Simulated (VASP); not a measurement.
Here is a VASP 6.6.1 calculation.

File POSCAR:

```
CaO
1.0
    0.0000000000      2.3165967440      2.3165967440
    2.3165967440      0.0000000000      2.3165967440
    2.3165967440      2.3165967440      0.0000000000
Ca O
1 1
Direct
    0.0000000000      0.0000000000      0.0000000000
    0.5000000000      0.5000000000      0.5000000000
```

INCAR.step1

```
PREC = Accurate ; ENCUT = 910
ISMEAR = 0 ; SIGMA = 0.01
LREAL = False ; LASPH = True
NELM = 120 ; NBANDS = 15
GGA = PE ; ALGO = Normal
EDIFF = 1E-5 ; LWAVE = True
LCHARG = False ; GGA_COMPAT = False
```

The input INCAR.step2:

```
PREC = Accurate ; ENCUT = 910
EDIFF = 1E-6 ; ISMEAR = 0
SIGMA = 0.01 ; LREAL = False
LASPH = True ; NELM = 120
ALGO = Normal ; ISIF = 2
LWAVE = False ; LCHARG = False
METAGGA = R2SCAN ; LMIXTAU = True
NBANDS = 15 ; ISTART = 1
GGA_COMPAT = False
```

Contents of KPOINTS:

```
Automatic mesh
0
Gamma
  8 8 8
```

Potentials or basis: VASP PAW PBE potentials, release 64 (Ca_sv, O_h).

Run with:

```sh
$ cat potpaw_PBE.64/Ca_sv/POTCAR potpaw_PBE.64/O_h/POTCAR > POTCAR
$ cp INCAR.step1 INCAR
$ mpirun -np 1 vasp_std > vasp.out
$ cp INCAR.step2 INCAR
$ mpirun -np 1 vasp_std > vasp.out
```

Predict the pressure.

16.5 GPa.

Estimate the band gap on the k mesh.

4.13 eV (least direct gap 4.47 eV).

Caveat: the cutoff is under 1.25 times the usual one of these potentials, so pressure, stress and relaxed cells hold a basis-set (Pulay) error; the cell stands under pressure; the PAW data sets were made with another functional, which shifts forces and pressure a little. A k mesh can miss the band edges.
